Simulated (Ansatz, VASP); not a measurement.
Two plane-wave programs on Be2H3

```xyz
10
Lattice="5.3354 0.0000 0.0000 0.0000 5.3354 0.0000 0.0000 0.0000 2.7170" Properties=species:S:1:pos:R:3 pbc="T T T"
Be    1.5823    0.0000    1.3585
Be    3.7531    0.0000    1.3585
Be    0.0000    1.5823    1.3585
Be    0.0000    3.7531    1.3585
H     0.0000    2.6677    0.0000
H     2.6677    0.0000    0.0000
H     4.2887    2.6677    0.0000
H     1.0467    2.6677    0.0000
H     2.6677    4.2887    0.0000
H     2.6677    1.0467    0.0000
```

Alike in both runs: task relaxation of cell and atoms; functional PBE; k mesh 8 × 8 × 14; occupations gaussian, width 0.1 eV; no spin polarisation.

```csv
,VASP,Ansatz
version,VASP 6.6.1,Ansatz 0.2.0
potentials or method,"VASP PAW PBE potentials, release 64 (Be, H), cutoff 600 eV","scalar-relativistic, plane waves, PAW"
valence electrons in the cell,14,14
```

```csv
,VASP,Ansatz,Ansatz less VASP
"gap on the k mesh at the Fermi level, each at its own relaxed structure (eV)",none,none,-
relaxed volume (Å³/atom),7.72,7.72,0.000
relaxed cell length with the largest relative difference (Å),2.316,2.316,-0.0003
```

A gap of «none» marks a metal or a gap that the smearing closes.
